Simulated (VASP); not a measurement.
Runs of VASP 6.6.1 on MnO2. The structure is that of space group Pmmn (No. 59), or close to it. The cells are those of the table. 

| level | potentials or basis | spin | U | fixed moment (μB) | cell | k mesh | smearing | dipole correction | k mesh for the DOS | occupations for the DOS | gap on the mesh (eV) | pressure (GPa) | moment (μB) | largest force (eV/Å) |
| --- | --- | --- | --- | --- | --- | --- | --- | --- | --- | --- | --- | --- | --- | --- |
| PBEsol+U | VASP PAW PBE potentials, release 64 (Mn_pv, O) | collinear, ferromagnetic start | Mn d U = 6.0 eV | - | a = 2.885, b = 3.819, c = 6.123 Å, 6 atoms | 9 × 7 × 5 | fermi-dirac 0.02 eV | no | - | - | none | (b) | 6.00 | 0.50 |
| PBE+TS | VASP PAW PBE potentials, release 64 (Mn_pv, O) | collinear, ferromagnetic start | - | - | a = 2.904, b = 3.845, c = 6.164 Å, 6 atoms | 7 × 5 × 3 | gaussian 0.02 eV | - | - | - | none | -9.3 | 6.00 | 0.67 |
| PBE | VASP PAW PBE potentials, release 64 (Mn_pv, O) | collinear, ferromagnetic start | - | 16.0 | a = 2.904, b = 3.845, c = 6.164 Å, 6 atoms | 8 × 6 × 4 | fermi-dirac 0.05 eV | no | - | - | - | 81.2 | 16.00 | 6.19 |
| PBEsol | VASP PAW PBE potentials, release 64 (Mn_pv, O) | collinear, antiferromagnetic start | - | - | a = 2.904, b = 3.845, c = 6.164 Å, 6 atoms | 9 × 7 × 5 | fermi-dirac 0.05 eV | no | - | - | 0.08 | -13.2 | 0.00 | 1.08 |
| PBE | VASP PAW PBE potentials, release 64 (Mn_pv, O) | collinear, ferromagnetic start | - | 6.0 | a = 2.904, b = 3.845, c = 6.164 Å, 6 atoms | 8 × 6 × 4 | fermi-dirac 0.05 eV | no | - | - | - | -6.4 | 6.00 | 0.67 |
| LDA | VASP PAW LDA potentials, release 64 (Mn_pv, O) | collinear, ferromagnetic start | - | - | a = 2.904, b = 3.845, c = 6.164 Å, 6 atoms | 9 × 7 × 5 | fermi-dirac 0.05 eV | no | - | - | none | -18.8 | 6.00 | 1.42 |
| PBEsol | VASP PAW PBE potentials, release 64 (Mn_pv, O) | collinear, ferromagnetic start | - | - | a = 2.904, b = 3.845, c = 6.164 Å, 6 atoms | 9 × 7 × 5 | fermi-dirac 0.05 eV | no | 14 × 11 × 8 | tetrahedron | - | - | 6.00 | - |
| PBEsol | VASP PAW PBE potentials, release 64 (Mn_pv, O) | collinear, ferrimagnetic start | - | - | a = 2.904, b = 3.845, c = 6.164 Å, 6 atoms | 9 × 7 × 5 | fermi-dirac 0.05 eV | no | - | - | 0.08 | -13.2 | 0.00 | 1.08 |
| PBEsol+U | VASP PAW PBE potentials, release 64 (Mn_pv, O) | collinear, ferromagnetic start | Mn d U = 6.0 eV | - | a = 2.845, b = 3.766, c = 6.038 Å, 6 atoms | 9 × 7 × 5 | fermi-dirac 0.02 eV | no | - | - | none | (c) | 6.00 | 0.93 |
| PBEsol | VASP PAW PBE potentials, release 64 (Mn_pv, O) | collinear, ferromagnetic start | - | 8.0 | a = 2.904, b = 3.845, c = 6.164 Å, 6 atoms | 8 × 6 × 4 | fermi-dirac 0.05 eV | no | - | - | - | (a) | 8.00 | 0.88 |
| PBEsol+U | VASP PAW PBE potentials, release 64 (Mn_pv, O) | collinear, ferromagnetic start | Mn d U = 6.0 eV | - | a = 2.942, b = 3.895, c = 6.245 Å, 6 atoms | 9 × 7 × 5 | fermi-dirac 0.02 eV | no | - | - | none | -3.8 | 6.00 | 0.48 |
| PBE+D2 | VASP PAW PBE potentials, release 64 (Mn_pv, O) | collinear, ferromagnetic start | - | - | a = 2.904, b = 3.845, c = 6.164 Å, 6 atoms | 7 × 5 × 3 | gaussian 0.02 eV | - | - | - | none | -8.1 | 6.00 | 0.65 |

Alike in all rows: task single point; cutoff (eV) 520.

**Question.** Estimate the missing entries.

**Answer.** (a) 0.2; (b) 3.1; (c) 9.1.

Caveats: the PAW data sets were made with another functional, which shifts forces and pressure a little (at least some runs); the cell stands under tension (at least some runs); semilocal functionals often make such compounds metallic where correlation or magnetic order opens a gap, which also shifts bond lengths (at least some runs); the cell stands under pressure (at least some runs); the total moment is fixed, so each spin has its own Fermi level (at least some runs); forces of over 1 eV/Å act on the atoms, so gaps and moduli don't describe the material at rest (at least some runs); an odd mesh through Γ misses points on the zone boundary, where band edges can lie (at least some runs).

A gap of «none» marks levels without a gap at the run's occupations.
